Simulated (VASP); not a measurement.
SiC: vibrations by perturbation theory with PBEsol

Crystal: SiC.

```
CELL_PARAMETERS angstrom
0.00000 2.18925 2.18925
2.18925 0.00000 2.18925
2.18925 2.18925 0.00000
ATOMIC_POSITIONS crystal
Si 0.00000 0.00000 0.00000
C 0.75000 0.75000 0.75000
```

This cell differs from its parent crystal: volume scaled by 1.015.

- Program: VASP 6.6.1
- Task: vibrations by perturbation theory
- Functional: PBEsol
- Potentials or basis: VASP PAW PBE potentials, release 64 (Si, C)
- Cutoff: 520 eV
- k mesh: 10 × 10 × 10
- Occupations: gaussian, width 0.01 eV
- Spin: no spin polarisation
- Dipole correction: no
- Further INCAR settings: ALGO = Normal; EDIFF = 1e-08; IBRION = 8; NSW = 1

| Quantity | Value |
| --- | --- |
| Highest phonon frequency at Γ, LO-TO splitting left out | 775 cm⁻¹ |

Phonon frequencies in cm⁻¹ (negative: imaginary):
```csv
q point,frequencies
"(0.000, 0.000, 0.000)",0 0 0 775 775 775
```

Run time: 45 s on 1 thread of Intel Xeon 6975P-C, on a shared host, peak memory 0.2 GiB.

Caveat: the cell wasn't relaxed at this level first, which shifts response properties.
